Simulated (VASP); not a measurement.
## I: single point with PBE+D3(BJ)

The system is I.

```
CELL_PARAMETERS angstrom
-2.20569 2.20569 1.87483
2.20569 -2.20569 1.87483
2.20569 2.20569 -1.87483
ATOMIC_POSITIONS crystal
I 0.00000 0.00000 0.00000
```

This cell differs from its parent crystal: ratio of the length along z to the lengths across it x 0.85, volume and fractional coordinates fixed.

| Property | Result |
| --- | --- |
| Program | VASP 6.6.1 |
| Task | single point |
| Functional | PBE |
| Dispersion | D3(BJ) |
| Potentials or basis | VASP PAW PBE potentials, release 64 (I) |
| Cutoff | 520 eV |
| k mesh | 18 × 18 × 18 |
| Occupations | gaussian, width 0.15 eV |
| Spin | no spin polarisation |
| Dipole correction | no |
| Further INCAR settings | ALGO = Normal; EDIFF = 1e-06; NBANDS = 10 |

```yaml
Pressure: -2.0 GPa
Band_gap_on_the_k_mesh: zero (an odd number of electrons rules out a gap without spin polarisation)
Dispersion_energy_per_atom: -0.363 eV
```

Stress tensor (GPa, compression positive):
```
-2.07  0.00  0.00
 0.00 -2.07  0.00
 0.00  0.00 -1.83
```

Levels at points of the mesh, in eV from the Fermi level:
| k point | band 1 | band 2 | band 3 | band 4 | band 5 | band 6 | band 7 | band 8 |
| --- | --- | --- | --- | --- | --- | --- | --- | --- |
| (0.00, 0.00, 0.00) | -13.24 | 0.69 | 0.69 | 1.16 | 6.84 | 8.56 | 10.79 | 10.81 |
| (0.50, 0.00, 0.00) | -11.72 | -4.20 | -0.88 | 0.10 | 5.57 | 6.74 | 12.40 | 12.66 |
| (0.50, 0.50, 0.00) | -12.06 | -4.34 | -0.01 | 0.94 | 6.62 | 8.80 | 11.25 | 12.14 |
| (0.50, 0.50, 0.50) | -11.10 | -2.90 | -2.90 | -1.29 | 4.29 | 5.30 | 16.16 | 16.16 |

It took 110 s on 1 thread of Intel Xeon 8259CL (shared host), peak memory 0.29 GiB.

Caveat: spin-orbit coupling is left out, which moves the levels of the heavy elements; an odd number of electrons without spin polarisation forces a metal; a magnetic or distorted state may lie lower.
